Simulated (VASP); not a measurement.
Set up this calculation in VASP 6.6.1, as the native input.

```
Task                   : relaxation of cell and atoms
Functional             : revPBE
Potentials or basis    : VASP PAW PBE potentials, release 64 (Li_sv)
Cutoff                 : 600 eV
k mesh                 : 13 × 13 × 13
Occupations            : fermi-dirac, width 0.1 eV
Spin                   : no spin polarisation
Dipole correction      : no
Further INCAR settings : ALGO = Normal; EDIFF = 1e-06; IBRION = 2; EDIFFG = -0.01; NSW = 80; ISIF = 3
```

The structure of Li lies in POSCAR:

```
Li
1.0
   -1.7546500000      1.7546500000      1.7546500000
    1.7546500000     -1.7546500000      1.7546500000
    1.7546500000      1.7546500000     -1.7546500000
Li
1
Direct
    0.0000000000      0.0000000000      0.0000000000
```

These files were run (other wordings do the same):

INCAR

```
SYSTEM = Li
PREC     = Accurate       ! precision mode
ENCUT    = 600            ! plane-wave cutoff, eV
EDIFF    = 1E-6           ! SCF threshold, eV
ISMEAR   = -1             ! smearing method
SIGMA    = 0.1            ! smearing width, eV
LREAL    = .FALSE.        ! projectors in reciprocal space
LASPH    = .TRUE.         ! aspherical terms in the spheres
NELM     = 80             ! most SCF steps
ALGO     = Normal         ! electronic algorithm
ISIF     = 3              ! what is computed and relaxed
LWAVE    = .FALSE.        ! write WAVECAR
LCHARG   = .FALSE.        ! write CHGCAR
GGA      = RE             ! functional
IBRION   = 2              ! ionic algorithm
NSW      = 80             ! ionic steps
EDIFFG   = -0.01          ! ionic threshold
```

KPOINTS

```
Automatic mesh
0
G
  13 13 13
  0 0 0
```

Potentials or basis: VASP PAW PBE potentials, release 64 (Li_sv).

Command:

```bash
$ cat potpaw_PBE.64/Li_sv/POTCAR > POTCAR
$ mpirun -np 1 vasp_std > vasp.out
```

Results of the run:

- Relaxed volume: 20.94 Å³/atom
- Relaxed cell: a = 3.008 Å, b = 3.008 Å, c = 3.008 Å, α = 109.47°, β = 109.47°, γ = 109.47°
- Space group after relaxing (to 0.1 Å): Im-3m (No. 229)
- Energy gained by relaxing: 0.9 meV/atom
- Ionic steps: 3
- Pressure after relaxing: 0.0 GPa
- Band gap on the k mesh: zero (an odd number of electrons rules out a gap without spin polarisation)

Caveat: the cutoff is under 1.25 times the usual one of these potentials, so pressure, stress and relaxed cells hold a basis-set (Pulay) error; the PAW data sets were made with another functional, which shifts forces and pressure a little.

Run time: 5 s on 1 thread of Intel(R) Xeon(R) 6975P-C (Granite Rapids), on a shared host, peak memory 0.13 GiB.
